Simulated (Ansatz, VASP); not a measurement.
GaP: VASP beside Ansatz

```
CELL_PARAMETERS angstrom
0.00000 2.69573 2.69573
2.69573 0.00000 2.69573
2.69573 2.69573 0.00000
ATOMIC_POSITIONS crystal
Ga 0.00000 0.00000 0.00000
P 0.25000 0.25000 0.25000
```

Alike in both runs: functional LDA; k mesh 10 × 10 × 10; occupations gaussian, width 0.02 eV; no spin polarisation.

Ansatz relaxed the structure, and its values are those at the end. VASP's run is a single point on that final structure, the one shown.

|  | VASP | Ansatz |
| --- | --- | --- |
| version | VASP 6.6.1 | Ansatz 0.2.0 |
| potentials or method | VASP PAW LDA potentials, release 64 (Ga_d, P), cutoff 500 eV | scalar-relativistic, plane waves, PAW |
| valence electrons in the cell | 18 | 18 |

Ansatz gave:

| Quantity | Value |
| --- | --- |
| gap on the k mesh at the Fermi level (eV) | 1.40 |
| least direct gap on the mesh (eV) | 1.88 |
| pressure (GPa) | 0.0 |

Q: Which values does VASP return?

A: gap on the k mesh at the Fermi level (eV): 1.40; least direct gap on the mesh (eV): 1.91; pressure (GPa): 0.1.

Ansatz warns that its potentials were made for another functional, while VASP's fit it. LDA's correlation is that of Perdew and Zunger in VASP and of Perdew and Wang (1992) in Ansatz.
